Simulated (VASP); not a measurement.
Here is a VASP 6.6.1 calculation.

The input POSCAR:

```
InAgTe2
1.0
   -3.2249801253      3.2249801253      6.3585270981
    3.2249801253     -3.2249801253      6.3585270981
    3.2249801253      3.2249801253     -6.3585270981
In Ag Te
2 2 4
Direct
    0.5000000000      0.5000000000      0.0000000000
    0.2500000000      0.7500000000      0.5000000000
    0.0000000000      0.0000000000      0.0000000000
    0.7500000000      0.2500000000      0.5000000000
    0.3750000000      0.3719630006      0.4969630006
    0.6280369994      0.1250000000      1.0030369994
    0.8750000000      0.8780369994      0.5030369994
    0.1219630006      0.6250000000     -0.0030369994
```

File INCAR.step1:

```
SYSTEM = InAgTe2
ALGO = Normal
EDIFF = 1E-5
ENCUT = 550
GGA = PE
GGA_COMPAT = .False.
ISMEAR = -1
LASPH = .True.
LCHARG = .False.
LREAL = .False.
LWAVE = .True.
NBANDS = 46
NELM = 120
PREC = Accurate
SIGMA = 0.02
```

INCAR.step2

```
SYSTEM = InAgTe2
ALGO = Normal
EDIFF = 1E-6
ENCUT = 550
GGA_COMPAT = .False.
ISIF = 2
ISMEAR = -1
ISTART = 1
LASPH = .True.
LCHARG = .False.
LMIXTAU = .True.
LREAL = .False.
LWAVE = .False.
METAGGA = R2SCAN
NBANDS = 46
NELM = 120
PREC = Accurate
SIGMA = 0.02
```

KPOINTS

```
k-points
0
Gamma
  4 4 4
  0 0 0
```

Potentials or basis: VASP PAW PBE potentials, release 64 (In_d, Ag, Te).

Launch:

```sh
$ cat potpaw_PBE.64/In_d/POTCAR potpaw_PBE.64/Ag/POTCAR potpaw_PBE.64/Te/POTCAR > POTCAR
$ cp INCAR.step1 INCAR
$ mpirun -np 1 vasp_std > vasp.out
$ cp INCAR.step2 INCAR
$ mpirun -np 1 vasp_std > vasp.out
```

(1) Predict the pressure.

(2) What does it give for the band gap on the k mesh?

Answers

(1) 1.3 GPa.

(2) 0.63 eV.

Caveat: the PAW data sets were made with another functional, which shifts forces and pressure a little; spin-orbit coupling is left out, which moves the levels of the heavy elements.
